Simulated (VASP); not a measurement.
# InP3 (R-3m) in VASP: further runs, part 2 of 2

VASP 6.6.1. Earlier steps stand in the parts before.

## (4) Single point, r2SCAN (strain +0.0300 x Voigt [0, 0, 1, 0, 0, 0])

File POSCAR:

```
InP3
1.0
    3.7414989627      2.1601554333      3.4703295363
   -3.7414989627      2.1601554333      3.4703295363
    0.0000000000     -4.3203108666      3.4703295363
In P
2 6
Direct
    0.2702519987      0.2702519987      0.2702519987
    0.7297480013      0.7297480013      0.7297480013
    0.7982893840      0.2446976857      0.7982893840
    0.7982893840      0.7982893840      0.2446976857
    0.2446976857      0.7982893840      0.7982893840
    0.2017106160      0.7553023143      0.2017106160
    0.7553023143      0.2017106160      0.2017106160
    0.2017106160      0.2017106160      0.7553023143
```

File INCAR.step1:

```
SYSTEM = InP3
ALGO     = Normal         ! electronic algorithm
EDIFF    = 1E-4           ! SCF threshold, eV
ENCUT    = 520            ! plane-wave cutoff, eV
GGA      = PE             ! functional
ISMEAR   = 0              ! smearing method
LASPH    = .TRUE.         ! aspherical terms in the spheres
LCHARG   = .FALSE.        ! write CHGCAR
LREAL    = .FALSE.        ! projectors in reciprocal space
LWAVE    = .TRUE.         ! write WAVECAR
NBANDS   = 38             ! bands
NELM     = 100            ! most SCF steps
PREC     = Accurate       ! precision mode
SIGMA    = 0.15           ! smearing width, eV
```

File INCAR.step2:

```
SYSTEM = InP3
ALGO     = Normal         ! electronic algorithm
EDIFF    = 1E-7           ! SCF threshold, eV
ENCUT    = 520            ! plane-wave cutoff, eV
ISIF     = 2              ! what is computed and relaxed
ISMEAR   = 0              ! smearing method
ISTART   = 1            
LASPH    = .TRUE.         ! aspherical terms in the spheres
LCHARG   = .TRUE.         ! write CHGCAR
LELF     = .TRUE.         ! ELF
LMIXTAU  = .TRUE.       
LREAL    = .FALSE.        ! projectors in reciprocal space
LVHAR    = .TRUE.       
LWAVE    = .FALSE.        ! write WAVECAR
METAGGA  = R2SCAN         ! meta-GGA
NBANDS   = 38             ! bands
NELM     = 100            ! most SCF steps
PREC     = Accurate       ! precision mode
SIGMA    = 0.15           ! smearing width, eV
```

File KPOINTS:

```
k-points
0
G
  6 6 6
  0 0 0
```

Potentials or basis: VASP PAW PBE potentials, release 64 (In_d, P).

On the command line:

```sh
$ cat potpaw_PBE.64/In_d/POTCAR potpaw_PBE.64/P/POTCAR > POTCAR
$ cp INCAR.step1 INCAR
$ mpirun -np 1 vasp_std > vasp.out
$ cp INCAR.step2 INCAR
$ mpirun -np 1 vasp_std > vasp.out
```

OUTCAR:

```text
SYSTEM = InP3
   EDIFF = 1E-7
   ENCUT = 520
   ISIF = 2
   ISMEAR = 0
   ISTART = 1
   LASPH = .TRUE.
   LREAL = .FALSE.
   METAGGA = R2SCAN
   NELM = 100
   PREC = Accurate

 ion  position               nearest neighbor table
   1  0.270  0.270  0.270-   6 2.68   7 2.68   8 2.68   6 2.97   7 2.97   8 2.97
   2  0.730  0.730  0.730-   3 2.68   5 2.68   4 2.68   3 2.97   5 2.97   4 2.97
   3  0.798  0.245  0.798-   8 2.22   7 2.22   2 2.68   2 2.97
   4  0.798  0.798  0.245-   6 2.22   7 2.22   2 2.68   2 2.97
   5  0.245  0.798  0.798-   8 2.22   6 2.22   2 2.68   2 2.97
   6  0.202  0.755  0.202-   4 2.22   5 2.22   1 2.68   1 2.97
   7  0.755  0.202  0.202-   4 2.22   3 2.22   1 2.68   1 2.97
   8  0.202  0.202  0.755-   3 2.22   5 2.22   1 2.68   1 2.97

  LATTYP: Found a trigonal (rhomboedric) cell.
 ALAT       =     5.5415045858
 COS(alpha) =     0.0882708087

  Lattice vectors:

 A1 = (   3.7414989627,   2.1601554333,   3.4703295363)
 A2 = (  -3.7414989627,   2.1601554333,   3.4703295363)
 A3 = (   0.0000000000,  -4.3203108666,   3.4703295363)

Analysis of symmetry for initial positions (statically):
=====================================================================
 Subroutine PRICEL returns:
 Original cell was already a primitive cell.

 Routine SETGRP: Setting up the symmetry group for a
 trigonal (rhombohedral) supercell.

 Subroutine GETGRP returns: Found 12 space group operations
 (whereof 12 operations were pure point group operations)
 out of a pool of 12 trial point group operations.

The static configuration has the point symmetry D_3d.

Analysis of symmetry for dynamics (positions and initial velocities):
=====================================================================
 Subroutine PRICEL returns:
 Original cell was already a primitive cell.

 Routine SETGRP: Setting up the symmetry group for a
 trigonal (rhombohedral) supercell.

 Subroutine GETGRP returns: Found 12 space group operations
 (whereof 12 operations were pure point group operations)
 out of a pool of 12 trial point group operations.

[... 139 lines left out ...]
   AEXX    =    0.0000 exact exchange contribution
   IVDW    =     0    specifies the selected vdW correction
   LEPSILON=     F    determine dielectric tensor
   LRPA    =     F    only Hartree local field effects (RPA)
 non-spin polarized calculation
 Gauss-broadening in eV      SIGMA  =   0.15
  energy-cutoff  :      520.00
  volume of cell :      168.29
 maximum number of plane-waves:      4552
 NGX is ok and might be reduce to    42
   NGX = 21   NGY = 21   NGZ = 21

 number of electron      55.9999999 magnetization

 Free energy of the ion-electron system (eV)
  ---------------------------------------------------
  ext. energy  EPLUGINS =         0.00000000
  ---------------------------------------------------
  free energy    TOTEN  =      -100.10832878 eV

  energy without entropy =     -100.09584354  energy(sigma->0) =     -100.10208616

 E-fermi :   5.9763     XC(G=0): -10.4143

 val. band max:        5.9591334402   @ k =   0.5000   0.5000   0.0000
 cond. band min:       5.9931688259   @ k =   0.5000   0.5000   0.1667
 fundamental gap:      0.0340353857
 Fermi energy:         5.9763130666

 k-point     1 :       0.0000    0.0000    0.0000
  band No.  band energies     occupation
      1      -8.9921      2.00000
      2      -8.9921      2.00000
      3      -8.8764      2.00000
      4      -8.8764      2.00000
      5      -8.7862      2.00000
      6      -8.7772      2.00000
[... 973 lines left out ...]
     37      10.8023      0.00000
     38      11.1115      0.00000

 [... further k-points ...]

------------------------ aborting loop because EDIFF is reached ----------------------------------------

  FORCE on cell =-STRESS in cart. coord.  units (eV):
  Direction    XX          YY          ZZ          XY          YZ          ZX
  --------------------------------------------------------------------------------------
  -------------------------------------------------------------------------------------
  Total       -1.6095471     -1.6095471     -3.4606523      0.0000000      0.0000000      0.0000000
  in kB      -15.3236302    -15.3236302    -32.9470057      0.0000000      0.0000000      0.0000000
  external PRESSURE =     -21.1980887 kB  Pullay stress =       0.0000000 kB

 VOLUME and BASIS-vectors are now :
 -----------------------------------------------------------------------------
  energy-cutoff  :      520.00
  volume of cell :      168.29
      direct lattice vectors                 reciprocal lattice vectors
     3.741498963  2.160155433  3.470329536     0.133636279  0.077154942  0.096052358
    -3.741498963  2.160155433  3.470329536    -0.133636279  0.077154942  0.096052358
     0.000000000 -4.320310867  3.470329536     0.000000000 -0.154309884  0.096052358

 POSITION                                       TOTAL-FORCE (eV/Angst)
 -----------------------------------------------------------------------------------
      0.00000      0.00000      2.81359        -0.000000      0.000000      0.032934
      0.00000      0.00000      7.59740        -0.000000      0.000000     -0.032934
      2.07126     -1.19584      6.38984         0.107300     -0.061950      0.368371
      0.00000      2.39169      6.38984        -0.000000      0.123900      0.368371
     -2.07126     -1.19584      6.38984        -0.107300     -0.061950      0.368371
     -2.07126      1.19584      4.02115        -0.107300      0.061950     -0.368371
      2.07126      1.19584      4.02115         0.107300      0.061950     -0.368371
      0.00000     -2.39169      4.02115        -0.000000     -0.123900     -0.368371
 -----------------------------------------------------------------------------------
    total drift:                               -0.000000      0.000000     -0.000000

  FREE ENERGIE OF THE ION-ELECTRON SYSTEM (eV)
  ---------------------------------------------------
  free  energy   TOTEN  =      -100.1083287781 eV

  energy  without entropy=     -100.0958435425  energy(sigma->0) =     -100.10208616
```

OUTCAR.step1:

```text
SYSTEM = InP3
   EDIFF = 1E-4
   ENCUT = 520
   GGA = PE
   ISMEAR = 0
   LASPH = .TRUE.
   LREAL = .FALSE.
   NELM = 100
[... 1228 lines left out ...]
     -2.07126      1.19584      4.02115        -0.041619      0.024029     -0.115616
      2.07126      1.19584      4.02115         0.041619      0.024029     -0.115616
      0.00000     -2.39169      4.02115         0.000000     -0.048057     -0.115616
 -----------------------------------------------------------------------------------
    total drift:                               -0.000000      0.000000     -0.000000

  FREE ENERGIE OF THE ION-ELECTRON SYSTEM (eV)
  ---------------------------------------------------
  free  energy   TOTEN  =       -38.0523403461 eV

  energy  without entropy=      -38.0420455735  energy(sigma->0) =      -38.04719296
```

It took 14 min on 1 thread of Oxide Virtual Turin-like, shared host; peak memory 0.35 GiB.

Results:

```yaml
Free_energy: -100.1083 eV
Pressure: -2.1 GPa
Largest_force: 0.389 eV/Å
Band_gap_on_the_k_mesh: zero (bands 28 and 29 overlap by 0.58 eV)
```

Forces on the atoms (eV/Å):
```
In   0.000  0.000  0.033
In   0.000  0.000 -0.033
P    0.107 -0.062  0.368
P    0.000  0.124  0.368
P   -0.107 -0.062  0.368
P   -0.107  0.062 -0.368
P    0.107  0.062 -0.368
P    0.000 -0.124 -0.368
```

Stress tensor (GPa, compression positive):
```
-1.53  0.00  0.00
 0.00 -1.53  0.00
 0.00  0.00 -3.29
```

Caveat: the cell differs from its parent crystal (strain +0.0300 x Voigt [0, 0, 1, 0, 0, 0]); semilocal functionals underestimate gaps, and a narrow one can read as zero; the PAW data sets were made with another functional, which shifts forces and pressure a little; spin-orbit coupling is left out, which moves the levels of the heavy elements.

## (5) Summary

| cell | gap on the mesh (eV) | pressure (GPa) | largest force (eV/Å) |
| --- | --- | --- | --- |
| a = 5.448 Å, angles 86.8°, 8 atoms | none | 0.6 | 0.05 |
| a = 5.510 Å, angles 85.5°, 8 atoms | none | -1.3 | 0.25 |
| a = 5.542 Å, angles 84.9°, 8 atoms | none | -2.1 | 0.39 |

Alike in all rows: task single point; level r2SCAN; potentials or basis VASP PAW PBE potentials, release 64 (In_d, P); no spin polarisation; k mesh 6 × 6 × 6; cutoff (eV) 520; smearing gaussian 0.15 eV.

Caveats: semilocal functionals underestimate gaps, and a narrow one can read as zero; the PAW data sets were made with another functional, which shifts forces and pressure a little; spin-orbit coupling is left out, which moves the levels of the heavy elements.

Absolute energies hang on the potentials; compare differences alone.

The gap in the log of VASP goes by the Fermi energy; the results here count the filled bands.